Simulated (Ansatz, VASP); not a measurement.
# Two plane-wave programs on WSe2

Contents of INCAR:

```
ALGO = Normal
EDIFF = 1E-6
ENCUT = 500
GGA = PE
GGA_COMPAT = F
ISIF = 2
ISMEAR = 0
LASPH = T
LCHARG = F
LREAL = F
LWAVE = F
NBANDS = 20
NELM = 120
PREC = Accurate
SIGMA = 0.02
```

The input KPOINTS:

```
k-points
0
Gamma
  9 9 2
```

File POSCAR:

```
WSe2
1.0
    3.2956410525      0.0000000000      0.0000000000
   -1.6478205263      2.8541088732      0.0000000000
    0.0000000000      0.0000000000     16.7960718392
W Se
1 2
Direct
    0.0000000000      0.0000000000      0.0000000000
    0.3333333300      0.6666666700      0.1041978577
    0.3333333300      0.6666666700      0.8958021423
```

Input for Ansatz:

```yaml
crystal:
  lattice:
    - [3.2956410525, 0.0, 0.0]
    - [-1.6478205263, 2.8541088732, 0.0]
    - [0.0, 0.0, 16.7960718392]
  atoms:
    - { symbol: W, position: [0.0, 0.0, 0.0] }
    - { symbol: Se, position: [0.33333333, 0.66666667, 0.1041978577] }
    - { symbol: Se, position: [0.33333333, 0.66666667, 0.8958021423] }
basis:
  ecutwfc: 420
kpoints:
  mp_grid: { grid: [9, 9, 2] }
hamiltonian:
  xc: pbe
scf:
  occupations: { method: gaussian, width: 0.02 }
output:
  forces: true
  stress: true
  eigenvalues: true
```

Alike in both runs: task single point; functional PBE; k mesh 9 × 9 × 2; occupations gaussian, width 0.02 eV; no spin polarisation.

```csv
,VASP,Ansatz
version,VASP 6.6.1,Ansatz 0.2.0
potentials or method,"VASP PAW PBE potentials, release 64 (W_sv, Se), cutoff 500 eV","scalar-relativistic, plane waves, PAW"
valence electrons in the cell,26,46
```

VASP gave:

```
gap on the k mesh at the Fermi level (eV) : 1.51
least direct gap on the mesh (eV)         : 1.76
rms of the force components (eV/Å)        : 0.445
```

**Question.** Which values does Ansatz return?

**Answer.** gap on the k mesh at the Fermi level (eV): 1.51; least direct gap on the mesh (eV): 1.76; rms of the force components (eV/Å): 0.463.

Atom by atom the forces differ by 0.018 eV/Å (rms over components). VASP's potentials hold 26 valence electrons a cell and Ansatz's 46, so a difference there can come from the potentials and not from the codes.

Spin-orbit coupling is off throughout.
